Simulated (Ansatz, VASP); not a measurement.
# Two plane-wave programs on CsH2

```
Cs H
1.0
     6.52533    0.00000    0.00000
     0.00000    6.52533    0.00000
     0.00000    0.00000    6.52533
Cs H
2 4
Cartesian
  0.0000 0.0000 0.0000
  3.2627 3.2627 3.2627
  1.6313 1.6313 1.6313
  1.6313 4.8940 4.8940
  4.8940 4.8940 1.6313
  4.8940 1.6313 4.8940
```

Change from the starting cell: species swapped into the Au2S type (Pn-3m, No. 224).

Alike in both runs: functional PBE; k mesh 6 × 6 × 6; occupations gaussian, width 0.1 eV; no spin polarisation.

Ansatz relaxed the structure, and its values are those at the end. VASP's run is a single point on that final structure, the one shown.

|  | VASP | Ansatz |
| --- | --- | --- |
| version | VASP 6.6.1 | Ansatz 0.2.0 |
| potentials or method | VASP PAW PBE potentials, release 64 (Cs_sv, H), cutoff 520 eV | scalar-relativistic, plane waves, PAW |
| valence electrons in the cell | 22 | 22 |

|  | VASP | Ansatz | Ansatz less VASP |
| --- | --- | --- | --- |
| gap on the k mesh at the Fermi level (eV) | none | none | - |
| pressure (GPa) | 0.0 | 0.0 | +0.01 |

A gap of «none» marks a metal or a gap that the smearing closes.

Neither program's run includes spin-orbit coupling.
